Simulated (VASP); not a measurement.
# AlNi (Cmmm) in VASP: settings compared

Aim: see how the results for AlNi move with the level of theory and the settings. Levels: PBEsol, PBEsol+D3(BJ), PBE. Tasks: single point.

Program: VASP 6.6.1. These are calculated values, not measurements. Logs are shortened: lines on timing, memory, paths and dates and some standing lists are left out, and cuts for length are marked.

### 1 The cell of the first run

The structure is orthorhombic, space group Cmmm (No. 65). The conventional cell has a = 3.877 Å, b = 3.906 Å, c = 3.099 Å, α = 90.00°, β = 90.00°, γ = 90.00°. Within 3.3 Å of Ni (site symmetry mmm) lie 8 Al at 2.48 to 2.49 Å and 6 Ni at 2.75 to 3.10 Å. Al (site symmetry mmm) has 8 Ni at 2.48 to 2.49 Å and 6 Al at 2.75 to 3.10 Å within 3.3 Å.

### 2 Single point, PBEsol

The input, INCAR:

```
  ALGO = Normal
  EDIFF = 1E-6
  ENCUT = 520
  GGA = PS
  ISIF = 2
  ISMEAR = -1
  LASPH = T
  LCHARG = F
  LREAL = F
  LWAVE = F
  NBANDS = 14
  NELM = 80
  PREC = Accurate
  SIGMA = 0.05
```

The input, KPOINTS:

```
k-points
0
Gamma
  10 10 9
```

The input, POSCAR:

```
AlNi
1.0
    1.9386940000     -1.9531901500      0.0000000000
    1.9386940000      1.9531901500      0.0000000000
    0.0000000000      0.0000000000      3.0994300413
Ni Al
1 1
Direct
    0.5000000000      0.5000000000      0.5000000000
    0.0000000000      0.0000000000      0.0000000000
```

Potentials or basis: VASP PAW PBE potentials, release 64 (Ni, Al).

The run is started by

```sh
cat potpaw_PBE.64/Ni/POTCAR potpaw_PBE.64/Al/POTCAR > POTCAR
mpirun -np 1 vasp_std > vasp.out
```

OUTCAR:

```text
EDIFF = 1E-6
   ENCUT = 520
   GGA = PS
   ISIF = 2
   ISMEAR = -1
   LASPH = T
   LREAL = F
   NELM = 80
   PREC = Accurate

 ion  position               nearest neighbor table
   1  0.500  0.500  0.500-   2 2.48   2 2.48   2 2.48   2 2.48   2 2.49   2 2.49   2 2.49   2 2.49

   2  0.000  0.000  0.000-   1 2.48   1 2.48   1 2.48   1 2.48   1 2.49   1 2.49   1 2.49   1 2.49

  LATTYP: Found a base centered orthorhombic cell.
 ALAT       =     3.8773880000
 B/A-ratio  =     1.0074772759
 C/A-ratio  =     0.7993603017

  Lattice vectors:

 A1 = (   1.9386940000,  -1.9531901500,   0.0000000000)
 A2 = (   1.9386940000,   1.9531901500,   0.0000000000)
 A3 = (   0.0000000000,   0.0000000000,   3.0994300413)

Analysis of symmetry for initial positions (statically):
=====================================================================
 Subroutine PRICEL returns:
 Original cell was already a primitive cell.

 Routine SETGRP: Setting up the symmetry group for a
 base centered orthorhombic supercell.

 Subroutine GETGRP returns: Found  8 space group operations
 (whereof  8 operations were pure point group operations)
 out of a pool of  8 trial point group operations.

The static configuration has the point symmetry D_2h.

Analysis of symmetry for dynamics (positions and initial velocities):
=====================================================================
 Subroutine PRICEL returns:
 Original cell was already a primitive cell.

 Routine SETGRP: Setting up the symmetry group for a
 base centered orthorhombic supercell.

 Subroutine GETGRP returns: Found  8 space group operations
 (whereof  8 operations were pure point group operations)
 out of a pool of  8 trial point group operations.

The dynamic configuration has the point symmetry D_2h.

 Subroutine INISYM returns: Found  8 space group operations
 (whereof  8 operations are pure point group operations),
 and found     1 'primitive' translations

----------------------------------------------------------------------------------------

                                     Primitive cell

  volume of cell :      23.4728

  direct lattice vectors                    reciprocal lattice vectors
     1.938694000 -1.953190150  0.000000000     0.257905580 -0.255991461  0.000000000
     1.938694000  1.953190150  0.000000000     0.257905580  0.255991461  0.000000000
     0.000000000  0.000000000  3.099430041     0.000000000  0.000000000  0.322639965

  length of vectors
     2.751996764  2.751996764  3.099430041     0.363382603  0.363382603  0.322639965

  position of ions in fractional coordinates (direct lattice)
     0.500000000  0.500000000  0.500000000
     0.000000000  0.000000000  0.000000000

  ion indices of the primitive-cell ions
   primitive index   ion index
                 1           1
                 2           2

----------------------------------------------------------------------------------------

 KPOINTS: k-points

Automatic generation of k-mesh.
 Grid dimensions read from file:
 generate k-points for:   10   10    9

 Generating k-lattice:

  Cartesian coordinates                     Fractional coordinates (reciprocal lattice)
     0.025790558 -0.025599146  0.000000000     0.100000000  0.000000000  0.000000000
     0.025790558  0.025599146  0.000000000     0.000000000  0.100000000  0.000000000
     0.000000000  0.000000000  0.035848885     0.000000000  0.000000000  0.111111111

  Length of vectors
     0.036338260  0.036338260  0.035848885

  Shift w.r.t. Gamma in fractional coordinates (k-lattice)
     0.000000000  0.000000000  0.000000000

 Subroutine IBZKPT returns following result:
 ===========================================

 Found    155 irreducible k-points:

 Following reciprocal coordinates:
            Coordinates               Weight
  0.000000  0.000000  0.000000      1.000000
  0.100000  0.000000  0.000000      4.000000
  0.200000  0.000000  0.000000      4.000000
  0.300000  0.000000  0.000000      4.000000
  0.400000  0.000000  0.000000      4.000000
  0.500000  0.000000  0.000000      2.000000
[... 16 lines left out ...]
  0.300000  0.300000  0.000000      2.000000
  0.400000  0.300000  0.000000      4.000000
 [... further k-points ...]
   k-points           NKPTS =    155   k-points in BZ     NKDIM =    155   number of bands    NBANDS=     14
   number of dos      NEDOS =    301   number of ions     NIONS =      2
   total plane-waves  NPLWV =   9600
   dimension x,y,z NGX =    20 NGY =   20 NGZ =   24
   dimension x,y,z NGXF=    40 NGYF=   40 NGZF=   48
   ions per type =               1   1
   NGX,Y,Z   is equivalent  to a cutoff of  12.08, 12.08, 12.87 a.u.
   NGXF,Y,Z  is equivalent  to a cutoff of  24.16, 24.16, 25.75 a.u.
 SYSTEM =  unknown system
   PREC   = accura    normal or accurate (medium, high low for compatibility)
   ISTART =      0    job   : 0-new  1-cont  2-samecut
   ICHARG =      2    charge: 1-file 2-atom 10-const
   ISPIN  =      1    spin polarized calculation?
   LNONCOLLINEAR =      F non collinear calculations
   LSORBIT =      F    spin-orbit coupling
   LASPH  =      T    aspherical Exc in radial PAW
   ENCUT  =  520.0 eV  38.22 Ry    6.18 a.u.   5.12  5.12  5.76*2*pi/ulx,y,z
   NELM   =     80;   NELMIN=  2; NELMDL= -5     # of ELM steps
   EDIFF  = 0.1E-05   stopping-criterion for ELM
   LREAL  =      F    real-space projection
   EDIFFG = 0.1E-04   stopping-criterion for IOM
   NSW    =      0    number of steps for IOM
   IBRION =     -1    ionic relax: 0-MD 1-quasi-New 2-CG
   NFREE  =      0    steps in history (QN), initial steepest desc. (CG)
   ISIF   =      2    stress and relaxation
   ISYM   =      2    0-nonsym 1-usesym 2-fastsym
   POTIM  = 0.5000    time-step for ionic-motion
   TEBEG  =    0.0;   TEEND  =   0.0 temperature during run
   PSTRESS=    0.0 pullay stress
   NELECT =      13.0000    total number of electrons
   NUPDOWN=      -1.0000    fix difference up-down
   EMIN   =  10.00;   EMAX   =-10.00  energy-range for DOS
   EFERMI =   0.00;   METHOD = LEGACY
   ISMEAR =    -1;   SIGMA  =   0.05  broadening in eV -4-tet -1-fermi 0-gaus
   EFERMI_NEDOS =   21; number of points for ismear=-14 and -15
   IALGO  =     38    algorithm
   IMIX   =      4    mixing-type and parameters
     AMIX     =   0.40;   BMIX     =  1.00
     AMIX_MAG =   1.60;   BMIX_MAG =  1.00
  volume/ion in A,a.u.               =      11.74        79.20
  Fermi-wavevector in a.u.,A,eV,Ry     =   1.344417  2.540580 24.591955  1.807458
  Thomas-Fermi vector in A             =   2.472413
   LORBIT       =      0    0 simple, 1 ext, 2 COOP (PROOUT), +10 PAW based schemes
   GGA     = PS    functional components
   LHFCALC =     F    Hartree Fock is set to
   AEXX    =    0.0000 exact exchange contribution
   IVDW    =     0    specifies the selected vdW correction
   LEPSILON=     F    determine dielectric tensor
   LRPA    =     F    only Hartree local field effects (RPA)
 non-spin polarized calculation
  energy-cutoff  :      520.00
  volume of cell :       23.47
 maximum number of plane-waves:       646
   NGX = 11   NGY = 11   NGZ = 11

 number of electron      13.0000022 magnetization

 Free energy of the ion-electron system (eV)
  ---------------------------------------------------
  ext. energy  EPLUGINS =         0.00000000
  ---------------------------------------------------
  free energy    TOTEN  =       -11.54603216 eV

  energy without entropy =      -11.53866529  energy(sigma->0) =      -11.54234873

 E-fermi :  10.1360     XC(G=0): -12.2565

 val. band max:       10.1328845236   @ k =  -0.4000   0.2000   0.1111
 cond. band min:      10.1367471603   @ k =   0.0000   0.0000   0.2222
 fundamental gap:      0.0038626368
 Fermi energy:        10.1360417480

 k-point     1 :       0.0000    0.0000    0.0000
  band No.  band energies     occupation
      1      -1.1362      2.00000
      2       6.7184      2.00000
      3       6.8616      2.00000
      4       8.4853      2.00000
      5       8.5046      2.00000
      6       8.7978      2.00000
      7      13.0815      0.00000
      8      17.1853      0.00000
      9      17.2287      0.00000
     10      17.3261      0.00000
     11      18.8129      0.00000
     12      24.7661      0.00000
     13      30.5556      0.00000
     14      30.5645      0.00000

 k-point     2 :       0.1000    0.0000    0.0000
  band No.  band energies     occupation
      1      -0.9348      2.00000
      2       6.7706      2.00000
      3       6.8792      2.00000
      4       8.3522      2.00000
      5       8.5072      2.00000
      6       8.7196      2.00000
      7      13.3904      0.00000
      8      15.1327      0.00000
      9      17.4490      0.00000
     10      17.4745      0.00000
     11      20.2957      0.00000
     12      25.7074      0.00000
     13      28.3562      0.00000
     14      30.5954      0.00000

 k-point     3 :       0.2000    0.0000    0.0000
  band No.  band energies     occupation
      1      -0.3371      2.00000
      2       6.7922      2.00000
      3       6.9550      2.00000
      4       8.0312      2.00000
      5       8.5254      2.00000
      6       8.5375      2.00000
      7      12.6604      0.00000
      8      14.2164      0.00000
      9      17.5988      0.00000
     10      18.1453      0.00000
     11      21.5593      0.00000
     12      25.6045      0.00000
     13      28.1833      0.00000
     14      28.7284      0.00000
[... 324 lines left out ...]
 k-point    23 :       0.3000    0.3000    0.0000
  band No.  band energies     occupation
      1       2.3133      2.00000
      2       6.6405      2.00000
      3       7.2525      2.00000
      4       7.7907      2.00000
      5       7.9798      2.00000
      6       8.0131      2.00000
      7      10.8984      0.00000
      8      13.3329      0.00000
      9      17.5161      0.00000
     10      18.3639      0.00000
     11      20.8260      0.00000
     12      23.8642      0.00000
     13      24.8849      0.00000
     14      25.4454      0.00000

 k-point    24 :       0.4000    0.3000    0.0000
  band No.  band energies     occupation
      1       3.4868      2.00000
      2       5.9917      2.00000
      3       7.4947      2.00000
      4       7.6560      2.00000
      5       7.9661      2.00000
      6       7.9986      2.00000
      7      10.0414      1.73814
      8      13.7451      0.00000
      9      16.7473      0.00000
     10      18.8628      0.00000
     11      21.2163      0.00000
     12      22.1573      0.00000
     13      24.3522      0.00000
     14      25.4193      0.00000

 [... further k-points ...]
[... 5 lines left out ...]
  --------------------------------------------------------------------------------------
  -------------------------------------------------------------------------------------
  Total        0.5781251      0.3336050     -0.6094293      0.0000000      0.0000000      0.0000000
  in kB       39.4608820     22.7707614    -41.5976009      0.0000000      0.0000000      0.0000000
  external PRESSURE =       6.8780141 kB  Pullay stress =       0.0000000 kB

 VOLUME and BASIS-vectors are now :
 -----------------------------------------------------------------------------
  energy-cutoff  :      520.00
  volume of cell :       23.47
      direct lattice vectors                 reciprocal lattice vectors
     1.938694000 -1.953190150  0.000000000     0.257905580 -0.255991461  0.000000000
     1.938694000  1.953190150  0.000000000     0.257905580  0.255991461  0.000000000
     0.000000000  0.000000000  3.099430041     0.000000000  0.000000000  0.322639965

 POSITION                                       TOTAL-FORCE (eV/Angst)
 -----------------------------------------------------------------------------------
      1.93869      0.00000      1.54972         0.000000     -0.000000      0.000000
      0.00000      0.00000      0.00000        -0.000000      0.000000      0.000000
 -----------------------------------------------------------------------------------
    total drift:                                0.000000      0.000000      0.000000

  FREE ENERGIE OF THE ION-ELECTRON SYSTEM (eV)
  ---------------------------------------------------
  free  energy   TOTEN  =       -11.5460321576 eV

  energy  without entropy=      -11.5386652933  energy(sigma->0) =      -11.54234873
```

Wall time 15 s (1 thread of Intel Xeon Platinum 8559C (Emerald Rapids), shared host); peak memory 0.16 GiB.

Results:

```
Free energy : -11.5460 eV
Pressure    : 0.7 GPa
```

Stress tensor (GPa, compression positive):
```
 3.95  0.00  0.00
 0.00  2.28  0.00
 0.00  0.00 -4.16
```

Caveat: the PAW data sets were made with another functional, which shifts forces and pressure a little.

(Part 1 of 2 ends here.)
